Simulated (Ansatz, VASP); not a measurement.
## One calculation of Ca, two programs

INCAR

```
ALGO     = Normal         # electronic algorithm
EDIFF    = 1E-7           # SCF threshold, eV
ENCUT    = 520            # plane-wave cutoff, eV
GGA      = PS             # functional
ISIF     = 2              # what is computed and relaxed
ISMEAR   = -1             # smearing method
LASPH    = T              # aspherical terms in the spheres
LCHARG   = T              # write CHGCAR
LELF     = T              # ELF
LREAL    = F              # projectors in reciprocal space
LVHAR    = T            
LWAVE    = F              # write WAVECAR
NBANDS   = 11             # bands
NELM     = 100            # most SCF steps
PREC     = Accurate       # precision mode
SIGMA    = 0.05           # smearing width, eV
```

The input KPOINTS:

```
k-points
0
Gamma
  11 11 11
```

File POSCAR:

```
Ca
1.0
    0.0000000000      2.7754464148      2.7754464148
    2.7754464148      0.0000000000      2.7754464148
    2.7754464148      2.7754464148      0.0000000000
Ca
1
Direct
    0.0000000000      0.0000000000      0.0000000000
```

Input for Ansatz:

```yaml
crystal:
  lattice:
    - [0.0, 2.7754464148, 2.7754464148]
    - [2.7754464148, 0.0, 2.7754464148]
    - [2.7754464148, 2.7754464148, 0.0]
  atoms:
    - { symbol: Ca, position: [0.0, 0.0, 0.0] }
kpoints:
  mp_grid: { grid: [11, 11, 11] }
  band_path:
    path:
      - [0.0, 0.0, 0.0]
      - [0.5, 0.0, 0.5]
      - [0.625, 0.25, 0.625]
      - [0.375, 0.375, 0.75]
      - [0.0, 0.0, 0.0]
      - [0.5, 0.5, 0.5]
      - [0.5, 0.25, 0.75]
      - [0.5, 0.0, 0.5]
    npoints: 5
scf:
  occupations: { method: fermi_dirac, width: 0.05 }
hamiltonian:
  xc: pbesol
  pseudopotentials: { kind: all_electron, lapw: { basis_error: 0.001 } }
output:
  forces: true
  stress: true
  eigenvalues: true
```

Change from the starting cell: volume scaled by 0.98.

Alike in both runs: task single point; functional PBEsol; k mesh 11 × 11 × 11; occupations fermi-dirac, width 0.05 eV; no spin polarisation.

```csv
,VASP,Ansatz
version,VASP 6.6.1,Ansatz 0.2.0
potentials or method,"VASP PAW PBE potentials, release 64 (Ca_sv), cutoff 520 eV","all-electron LAPW, scalar-relativistic"
```

```tsv
	VASP	Ansatz	Ansatz less VASP
pressure (GPa)	-0.9	-0.9	-0.01
```

VASP's potentials were made for PBE, not for PBEsol. Ansatz ran all-electron here, and VASP with PAW potentials.
